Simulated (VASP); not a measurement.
Cs, 2 atoms in the cell. Symmetry: I4_1/amd, No. 141, tetragonal system. The conventional cell has a = 7.613 Å, b = 7.613 Å, c = 4.071 Å, α = 90.00°, β = 90.00°, γ = 90.00°. Cs (site symmetry -4m2) has 10 Cs at 3.94 to 4.88 Å within 5.2 Å. 

| Quantity | Value |
| --- | --- |
| Program | VASP 6.6.1 |
| Task | relaxation of cell and atoms |
| Functional | PBE |
| Potentials or basis | VASP PAW PBE potentials, release 64 (Cs_sv) |
| Cutoff | 600 eV |
| k mesh | 11 × 11 × 11 |
| Occupations | fermi-dirac, width 0.08 eV |
| Spin | no spin polarisation |
| Target pressure | 3.3 GPa |
| Dipole correction | no |
| Further INCAR settings | ALGO = Normal; EDIFF = 1e-06; IBRION = 2; EDIFFG = -0.005; NSW = 32; ISIF = 3 |

Potentials or basis: VASP PAW PBE potentials, release 64 (Cs_sv).

Run with:

```console
$ cat potpaw_PBE.64/Cs_sv/POTCAR > POTCAR
$ mpirun -np 1 vasp_std > vasp.out
```

Hardware: 1 thread of Intel Xeon 8259CL, with other jobs on the host.

Question: How long does it take, and how much memory?

Answer: It took 8.8 min on 1 thread of Intel Xeon 8259CL, with other jobs on the host, peak memory 0.46 GiB. Counts: scf iterations 22, k points 126, ion steps 3.
